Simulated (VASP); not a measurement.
Input of a VASP 6.6.1 run:

INCAR

```
PREC = Accurate
ENCUT = 520
EDIFF = 1E-6
ISMEAR = 0
SIGMA = 0.01
LREAL = False
LASPH = True
NELM = 80
ALGO = Normal
ISIF = 2
LWAVE = False
LCHARG = False
GGA = PS
NBANDS = 16
```

Contents of KPOINTS:

```
Automatic mesh
0
Gamma
  8 8 8
```

The input POSCAR:

```
GaP
1.0
    2.6023467497      2.6023467497      0.0000000000
   -2.6023467497      2.6023467497      0.0000000000
    0.0000000000      2.6023467497      2.6023467497
Ga P
1 1
Direct
    0.0000000000      0.0000000000      0.0000000000
    0.7500000000      0.2500000000      0.5000000000
```

Potentials or basis: VASP PAW PBE potentials, release 64 (Ga_d, P).

Command:

```console
$ cat potpaw_PBE.64/Ga_d/POTCAR potpaw_PBE.64/P/POTCAR > POTCAR
$ mpirun -np 1 vasp_std > vasp.out
```

Question: Estimate the pressure.

Answer: 14.8 GPa.

Question: Estimate the band gap on the k mesh.

Answer: 1.19 eV (least direct gap 2.92 eV).

Caveat: the cell stands under pressure; the PAW data sets were made with another functional, which shifts forces and pressure a little. A k mesh can miss the band edges.
